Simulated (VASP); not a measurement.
# SbPb27S26 (a cell with a defect) in VASP: electric field gradients with PBE

Aim: the electric field gradients of SbPb27S26 (a cell with a defect) with PBE.

Program: VASP 6.6.1. These are calculated values, not measurements. Logs are shortened: lines on timing, memory, paths and dates and some standing lists are left out, and cuts for length are marked.

**1. The cell of the first run**

The cell holds a defect, 54 atoms: a = 12.583 Å, b = 12.583 Å, c = 12.583 Å, α = 60.00°, β = 60.00°, γ = 60.00°.

**2. Electric field gradients, PBE**

The input, INCAR:

```
SYSTEM = SbPb27S26
ALGO = Normal
EDIFF = 1E-8
ENCUT = 520
GGA = PE
ISIF = 2
ISMEAR = -1
LASPH = .True.
LCHARG = .False.
LEFG = .True.
LREAL = Auto
LUSENCCL = .False.
LWAVE = .False.
NBANDS = 302
NELECT = 540.0
NELM = 80
PREC = Accurate
SIGMA = 0.01
```

The input, KPOINTS:

```
k-points
0
Gamma
  2 2 2
  0 0 0
```

The input, POSCAR:

```
SbPb27S26
1.0
    0.0000000000      8.8972500000      8.8972500000
    8.8972500000      0.0000000000      8.8972500000
    8.8972500000      8.8972500000      0.0000000000
Pb Sb S
27 1 26
Direct
    0.0000000000      0.0000000000      0.0000000000
    0.0000000000      0.0000000000      0.3333333333
    0.0000000000      0.0000000000      0.6666666667
    0.0000000000      0.3333333333      0.0000000000
    0.0000000000      0.3333333333      0.3333333333
    0.0000000000      0.3333333333      0.6666666667
    0.0000000000      0.6666666667      0.0000000000
    0.0000000000      0.6666666667      0.3333333333
    0.0000000000      0.6666666667      0.6666666667
    0.3333333333      0.0000000000      0.0000000000
    0.3333333333      0.0000000000      0.3333333333
    0.3333333333      0.0000000000      0.6666666667
    0.3333333333      0.3333333333      0.0000000000
    0.3333333333      0.3333333333      0.3333333333
    0.3333333333      0.3333333333      0.6666666667
    0.3333333333      0.6666666667      0.0000000000
    0.3333333333      0.6666666667      0.3333333333
    0.3333333333      0.6666666667      0.6666666667
    0.6666666667      0.0000000000      0.0000000000
    0.6666666667      0.0000000000      0.3333333333
    0.6666666667      0.0000000000      0.6666666667
    0.6666666667      0.3333333333      0.0000000000
    0.6666666667      0.3333333333      0.3333333333
    0.6666666667      0.3333333333      0.6666666667
    0.6666666667      0.6666666667      0.0000000000
    0.6666666667      0.6666666667      0.3333333333
    0.6666666667      0.6666666667      0.6666666667
    0.1666666667      0.1666666667      0.1666666667
    0.1666666667      0.1666666667      0.5000000000
    0.1666666667      0.1666666667      0.8333333333
    0.1666666667      0.5000000000      0.1666666667
    0.1666666667      0.5000000000      0.5000000000
    0.1666666667      0.5000000000      0.8333333333
    0.1666666667      0.8333333333      0.1666666667
    0.1666666667      0.8333333333      0.5000000000
    0.1666666667      0.8333333333      0.8333333333
    0.5000000000      0.1666666667      0.1666666667
    0.5000000000      0.1666666667      0.5000000000
    0.5000000000      0.1666666667      0.8333333333
    0.5000000000      0.5000000000      0.1666666667
    0.5000000000      0.5000000000      0.5000000000
    0.5000000000      0.5000000000      0.8333333333
    0.5000000000      0.8333333333      0.1666666667
    0.5000000000      0.8333333333      0.5000000000
    0.5000000000      0.8333333333      0.8333333333
    0.8333333333      0.1666666667      0.1666666667
    0.8333333333      0.1666666667      0.5000000000
    0.8333333333      0.1666666667      0.8333333333
    0.8333333333      0.5000000000      0.1666666667
    0.8333333333      0.5000000000      0.5000000000
    0.8333333333      0.5000000000      0.8333333333
    0.8333333333      0.8333333333      0.1666666667
    0.8333333333      0.8333333333      0.5000000000
    0.8333333333      0.8333333333      0.8333333333
```

Potentials or basis: VASP PAW PBE potentials, release 64 (Pb_d, Sb, S).

The run is started by

```console
$ cat potpaw_PBE.64/Pb_d/POTCAR potpaw_PBE.64/Sb/POTCAR potpaw_PBE.64/S/POTCAR > POTCAR
$ mpirun -np 1 vasp_std > vasp.out
```

OUTCAR:

```text
SYSTEM = SbPb27S26
   EDIFF = 1E-8
   ENCUT = 520
   GGA = PE
   ISIF = 2
   ISMEAR = -1
   LASPH = .True.
   LREAL = Auto
   NELECT = 540.0
   NELM = 80
   PREC = Accurate

 ion  position               nearest neighbor table
   1  0.000  0.000  0.000-  30 2.97  34 2.97  36 2.97  46 2.97  48 2.97  52 2.97
   2  0.000  0.000  0.333-  34 2.97  46 2.97  35 2.97  28 2.97  47 2.97  53 2.97
   3  0.000  0.000  0.667-  36 2.97  48 2.97  29 2.97  47 2.97  35 2.97  54 2.97
   4  0.000  0.333  0.000-  30 2.97  46 2.97  33 2.97  28 2.97  49 2.97  51 2.97
   5  0.000  0.333  0.333-  28 2.97  47 2.97  49 2.97  29 2.97  31 2.97  50 2.97
   6  0.000  0.333  0.667-  29 2.97  30 2.97  48 2.97  51 2.97  50 2.97  32 2.97
[... 46 lines left out ...]
  53  0.833  0.833  0.500-  27 2.97  20 2.97   8 2.97   2 2.97  21 2.97   9 2.97
  54  0.833  0.833  0.833-   9 2.97  21 2.97  25 2.97  19 2.97   7 2.97   3 2.97

  LATTYP: Found a face centered cubic cell.
 ALAT       =    17.7945000000

  Lattice vectors:

 A1 = (   0.0000000000,   8.8972500000,   8.8972500000)
 A2 = (   8.8972500000,   0.0000000000,   8.8972500000)
 A3 = (   8.8972500000,   8.8972500000,   0.0000000000)

Analysis of symmetry for initial positions (statically):
=====================================================================
 Subroutine PRICEL returns:
 Original cell was already a primitive cell.

 Routine SETGRP: Setting up the symmetry group for a
 face centered cubic supercell.

 Subroutine GETGRP returns: Found 48 space group operations
 (whereof  6 operations were pure point group operations)
 out of a pool of 48 trial point group operations.

The static configuration has the point symmetry C_3v.
 The point group associated with its full space group is O_h .

Analysis of symmetry for dynamics (positions and initial velocities):
=====================================================================
 Subroutine PRICEL returns:
 Original cell was already a primitive cell.

 Routine SETGRP: Setting up the symmetry group for a
 face centered cubic supercell.

 Subroutine GETGRP returns: Found 48 space group operations
 (whereof  6 operations were pure point group operations)
 out of a pool of 48 trial point group operations.

The dynamic configuration has the point symmetry C_3v.
 The point group associated with its full space group is O_h .

 Subroutine INISYM returns: Found 48 space group operations
 (whereof  6 operations are pure point group operations),
 and found     1 'primitive' translations

----------------------------------------------------------------------------------------

                                     Primitive cell

  volume of cell :    1408.6314

  direct lattice vectors                    reciprocal lattice vectors
     0.000000000  8.897250000  8.897250000    -0.056197140  0.056197140  0.056197140
     8.897250000  0.000000000  8.897250000     0.056197140 -0.056197140  0.056197140
     8.897250000  8.897250000  0.000000000     0.056197140  0.056197140 -0.056197140

  length of vectors
    12.582611618 12.582611618 12.582611618     0.097336301  0.097336301  0.097336301

  position of ions in fractional coordinates (direct lattice)
     0.000000000  0.000000000  0.000000000
     0.000000000  0.000000000  0.333333333
     0.000000000  0.000000000  0.666666667
     0.000000000  0.333333333  0.000000000
     0.000000000  0.333333333  0.333333333
     0.000000000  0.333333333  0.666666667
[... 46 lines left out ...]
     0.833333333  0.833333333  0.500000000
     0.833333333  0.833333333  0.833333333

  ion indices of the primitive-cell ions
   primitive index   ion index
                 1           1
                 2           2
                 3           3
                 4           4
                 5           5
                 6           6
[... 46 lines left out ...]
                53          53
                54          54

[... 60 lines left out ...]
   NELECT =     540.0000    total number of electrons
   NUPDOWN=      -1.0000    fix difference up-down
   EMIN   =  10.00;   EMAX   =-10.00  energy-range for DOS
   EFERMI =   0.00;   METHOD = LEGACY
   ISMEAR =    -1;   SIGMA  =   0.01  broadening in eV -4-tet -1-fermi 0-gaus
   EFERMI_NEDOS =   21; number of points for ismear=-14 and -15
   IALGO  =     38    algorithm
   IMIX   =      4    mixing-type and parameters
     AMIX     =   0.40;   BMIX     =  1.00
     AMIX_MAG =   1.60;   BMIX_MAG =  1.00
  volume/ion in A,a.u.               =      26.09       176.04
  Fermi-wavevector in a.u.,A,eV,Ry     =   1.189251  2.247359 19.242973  1.414319
  Thomas-Fermi vector in A             =   2.325363
   LORBIT       =      0    0 simple, 1 ext, 2 COOP (PROOUT), +10 PAW based schemes
   GGA     = PE    functional components
   LHFCALC =     F    Hartree Fock is set to
   AEXX    =    0.0000 exact exchange contribution
   IVDW    =     0    specifies the selected vdW correction
   LEPSILON=     F    determine dielectric tensor
   LRPA    =     F    only Hartree local field effects (RPA)
 non-spin polarized calculation
  energy-cutoff  :      520.00
  volume of cell :     1408.63
 maximum number of plane-waves:     38013
 NGX is ok and might be reduce to    96
   NGX = 47   NGY = 47   NGZ = 47

 number of electron     539.9999951 magnetization

 Free energy of the ion-electron system (eV)
  ---------------------------------------------------
  ext. energy  EPLUGINS =         0.00000000
  ---------------------------------------------------
  free energy    TOTEN  =      -228.23704671 eV

  energy without entropy =     -228.23703936  energy(sigma->0) =     -228.23704303

 E-fermi :   6.1810     XC(G=0):  -9.7307

 val. band max:        6.0775834233   @ k =   0.5000   0.0000   0.0000
 cond. band min:       6.2843430931   @ k =   0.5000   0.0000   0.0000
 fundamental gap:      0.2067596698
 Fermi energy:         6.1809632436

 k-point     1 :       0.0000    0.0000    0.0000
  band No.  band energies     occupation
      1     -11.0497      2.00000
      2     -11.0497      2.00000
      3     -11.0497      2.00000
      4     -11.0448      2.00000
      5     -11.0448      2.00000
      6     -11.0448      2.00000
[... 844 lines left out ...]
    281       7.7854      0.00000
    282       7.9340      0.00000
 [bands above 282 left out]

------------------------ aborting loop because EDIFF is reached ----------------------------------------

  FORCE on cell =-STRESS in cart. coord.  units (eV):
  Direction    XX          YY          ZZ          XY          YZ          ZX
  --------------------------------------------------------------------------------------
  -------------------------------------------------------------------------------------
  Total       35.4953719     35.4953719     35.4953719      0.0000000     -0.0000000      0.0000000
  in kB       40.3724343     40.3724343     40.3724343      0.0000000     -0.0000000      0.0000000
  external PRESSURE =      40.3724343 kB  Pullay stress =       0.0000000 kB

 VOLUME and BASIS-vectors are now :
 -----------------------------------------------------------------------------
  energy-cutoff  :      520.00
  volume of cell :     1408.63
      direct lattice vectors                 reciprocal lattice vectors
     0.000000000  8.897250000  8.897250000    -0.056197140  0.056197140  0.056197140
     8.897250000  0.000000000  8.897250000     0.056197140 -0.056197140  0.056197140
     8.897250000  8.897250000  0.000000000     0.056197140  0.056197140 -0.056197140

 POSITION                                       TOTAL-FORCE (eV/Angst)
 -----------------------------------------------------------------------------------
      0.00000      0.00000      0.00000         0.039661      0.039661      0.039661
      2.96575      2.96575      0.00000        -0.000000      0.000000     -0.418348
      5.93150      5.93150      0.00000        -0.039661     -0.039661      0.039661
      2.96575      0.00000      2.96575        -0.000000     -0.418348      0.000000
      5.93150      2.96575      2.96575         0.418348      0.000000      0.000000
      8.89725      5.93150      2.96575         0.046980     -0.046980      0.000000
[... 46 lines left out ...]
     11.86300     11.86300     14.82875        -0.000000      0.000000     -0.209308
     14.82875     14.82875     14.82875         0.022059      0.022059      0.022059
 -----------------------------------------------------------------------------------
    total drift:                                0.000021      0.000021      0.000021

  FREE ENERGIE OF THE ION-ELECTRON SYSTEM (eV)
  ---------------------------------------------------
  free  energy   TOTEN  =      -228.2370467060 eV

  energy  without entropy=     -228.2370393638  energy(sigma->0) =     -228.23704303

 Electric field gradients (V/A^2)
---------------------------------------------------------------------
 ion       V_xx      V_yy      V_zz      V_xy      V_xz      V_yz
---------------------------------------------------------------------
   1      -0.000    -0.000     0.000    -0.372    -0.372    -0.372
   2     153.779   153.779  -307.559    -0.001    -0.001    -0.001
   3       0.000     0.000    -0.000    -0.372     0.369     0.369
   4     153.779  -307.559   153.779    -0.001    -0.001    -0.001
   5    -307.559   153.779   153.779    -0.001    -0.001    -0.001
   6      -9.599    -9.599    19.198     2.728    -0.001    -0.001
[... 46 lines left out ...]
  53       4.272     4.272    -8.544    -0.000    -0.000    -0.000
  54       0.000     0.000    -0.000    -0.128    -0.128    -0.128
---------------------------------------------------------------------

 Electric field gradients after diagonalization (V/A^2)
 (convention: |V_zz| > |V_xx| > |V_yy|)
----------------------------------------------------------------------
 ion       V_xx      V_yy      V_zz     asymmetry (V_yy - V_xx)/ V_zz
----------------------------------------------------------------------
   1       0.372     0.372    -0.743       0.000
   2     153.780   153.778  -307.559       0.000
   3       0.372     0.368    -0.740       0.004
   4     153.780   153.778  -307.559       0.000
   5     153.780   153.778  -307.559       0.000
   6     -12.326    -6.871    19.198       0.284
[... 46 lines left out ...]
  53       4.273     4.272    -8.544       0.000
  54       0.128     0.128    -0.257       0.000
----------------------------------------------------------------------

           NMR quadrupolar parameters

 Cq : quadrupolar parameter    Cq=e*Q*V_zz/h
 eta: asymmetry parameters     (V_yy - V_xx)/ V_zz
 Q  : nuclear electric quadrupole moment in mb (millibarn)
----------------------------------------------------------------------
 ion       Cq(MHz)       eta       Q (mb)
----------------------------------------------------------------------
   1      -0.002       0.000       1.000
   2      -0.744       0.000       1.000
   3      -0.002       0.004       1.000
   4      -0.744       0.000       1.000
   5      -0.744       0.000       1.000
   6       0.046       0.284       1.000
[... 46 lines left out ...]
  53      -0.021       0.000       1.000
  54      -0.001       0.000       1.000
----------------------------------------------------------------------
```

Wall time 3.6 min (1 × NVIDIA H100 80GB with 1 thread of AMD EPYC 7R13 (Zen 3), shared host); peak memory 2.6 GiB.

Results:

```
Free energy                             : -228.2370 eV
Largest force                           : 0.418 eV/Å
Largest electric field gradient by atom : Pb -0.7, -307.6, +19.2, -0.0 (each value once); Sb -0.0; S +3.6, -0.3, -8.5 (each value once) V/Å²
```

Forces in eV/Å, atoms in the order of the input:
```
Pb   0.040  0.040  0.040
Pb   0.000  0.000 -0.418
Pb  -0.040 -0.040  0.040
Pb   0.000 -0.418  0.000
Pb   0.418  0.000  0.000
Pb   0.047 -0.047  0.000
Pb  -0.040  0.040 -0.040
Pb   0.047  0.000 -0.047
Pb   0.000 -0.047 -0.047
Pb  -0.418  0.000  0.000
Pb   0.000  0.418  0.000
Pb  -0.047  0.047  0.000
Pb   0.000  0.000  0.418
Pb  -0.040 -0.040 -0.040
Pb   0.040  0.040 -0.040
Pb  -0.047  0.000  0.047
Pb   0.040 -0.040  0.040
Pb   0.000  0.047  0.047
Pb   0.040 -0.040 -0.040
Pb   0.000  0.047 -0.047
Pb  -0.047  0.000 -0.047
Pb   0.000 -0.047  0.047
Pb  -0.040  0.040  0.040
Pb   0.047  0.000  0.047
Pb  -0.047 -0.047  0.000
Pb   0.047  0.047  0.000
Pb   0.000  0.000  0.000
Sb   0.000  0.000  0.000
S    0.076  0.076  0.000
S   -0.076 -0.076  0.000
S    0.076  0.000  0.076
S   -0.022  0.022  0.022
S    0.000 -0.076  0.076
S   -0.076  0.000 -0.076
S    0.000  0.076 -0.076
S    0.022 -0.022 -0.022
S    0.000  0.076  0.076
S    0.022 -0.022  0.022
S   -0.076  0.000  0.076
S    0.022  0.022 -0.022
S   -0.022 -0.022 -0.022
S    0.000  0.000  0.209
S   -0.076  0.076  0.000
S    0.000  0.209  0.000
S   -0.209  0.000  0.000
S    0.000 -0.076 -0.076
S    0.076  0.000 -0.076
S   -0.022  0.022 -0.022
S    0.076 -0.076  0.000
S    0.209  0.000  0.000
S    0.000 -0.209  0.000
S   -0.022 -0.022  0.022
S    0.000  0.000 -0.209
S    0.022  0.022  0.022
```

Levels at points of the mesh, in eV from the Fermi level:
```
           k point  band 268  band 269  band 270  band 271  band 272  band 273
(0.00, 0.00, 0.00)     -0.67     -0.67     -0.67      1.16      1.16      1.16
(0.50, 0.00, 0.00)     -0.60     -0.60     -0.10      0.10      0.91      0.91
(0.50, 0.50, 0.00)     -0.78     -0.65     -0.65      1.47      1.48      1.48
```

Electric field gradients, principal values (V/Å²):
| atom | least | middle | greatest (by size) |
| --- | --- | --- | --- |
| 1 Pb | 0.372 | 0.372 | -0.743 |
| 2 Pb | 153.778 | 153.780 | -307.559 |
| 3 Pb | 0.368 | 0.372 | -0.740 |
| 4 Pb | 153.778 | 153.780 | -307.559 |
| 5 Pb | 153.778 | 153.780 | -307.559 |
| 6 Pb | -6.871 | -12.326 | 19.198 |
| 7 Pb | 0.368 | 0.372 | -0.740 |
| 8 Pb | -6.871 | -12.326 | 19.198 |
| 9 Pb | -6.869 | -12.329 | 19.198 |
| 10 Pb | 153.778 | 153.780 | -307.559 |
| 11 Pb | 153.778 | 153.780 | -307.559 |
| 12 Pb | -6.871 | -12.326 | 19.198 |
| 13 Pb | 153.778 | 153.780 | -307.559 |
| 14 Pb | 0.372 | 0.372 | -0.743 |
| 15 Pb | 0.368 | 0.372 | -0.740 |
| 16 Pb | -6.871 | -12.326 | 19.198 |
| 17 Pb | 0.368 | 0.372 | -0.740 |
| 18 Pb | -6.869 | -12.329 | 19.198 |
| 19 Pb | 0.368 | 0.372 | -0.740 |
| 20 Pb | -6.871 | -12.326 | 19.198 |
| 21 Pb | -6.869 | -12.329 | 19.198 |
| 22 Pb | -6.871 | -12.326 | 19.198 |
| 23 Pb | 0.368 | 0.372 | -0.740 |
| 24 Pb | -6.869 | -12.329 | 19.198 |
| 25 Pb | -6.869 | -12.329 | 19.198 |
| 26 Pb | -6.869 | -12.329 | 19.198 |
| 27 Pb | 0.001 | 0.001 | -0.002 |
| 28 Sb | 0.000 | 0.000 | 0.000 |
| 29 S | -1.686 | -1.900 | 3.587 |
| 30 S | -1.686 | -1.900 | 3.587 |
| 31 S | -1.686 | -1.900 | 3.587 |
| 32 S | 0.127 | 0.128 | -0.256 |
| 33 S | -1.685 | -1.901 | 3.587 |
| 34 S | -1.686 | -1.900 | 3.587 |
| 35 S | -1.685 | -1.901 | 3.587 |
| 36 S | 0.127 | 0.128 | -0.256 |
| 37 S | -1.686 | -1.900 | 3.587 |
| 38 S | 0.127 | 0.128 | -0.256 |
| 39 S | -1.685 | -1.901 | 3.587 |
| 40 S | 0.127 | 0.128 | -0.256 |
| 41 S | 0.128 | 0.128 | -0.257 |
| 42 S | 4.272 | 4.273 | -8.544 |
| 43 S | -1.685 | -1.901 | 3.587 |
| 44 S | 4.272 | 4.273 | -8.544 |
| 45 S | 4.272 | 4.273 | -8.544 |
| 46 S | -1.686 | -1.900 | 3.587 |
| 47 S | -1.685 | -1.901 | 3.587 |
| 48 S | 0.127 | 0.128 | -0.256 |
| 49 S | -1.685 | -1.901 | 3.587 |
| 50 S | 4.272 | 4.273 | -8.544 |
| 51 S | 4.272 | 4.273 | -8.544 |
| 52 S | 0.127 | 0.128 | -0.256 |
| 53 S | 4.272 | 4.273 | -8.544 |
| 54 S | 0.128 | 0.128 | -0.257 |

Caveat: the cell carries a net charge on a neutralising background, which shifts energy and pressure; the cell is charged against a uniform background, so pressure and absolute levels hang on convention; without QUAD_EFG the Cq values of the log hold for a quadrupole moment of 1 mb, not for the nuclei; spin-orbit coupling is left out, which moves the levels of the heavy elements.
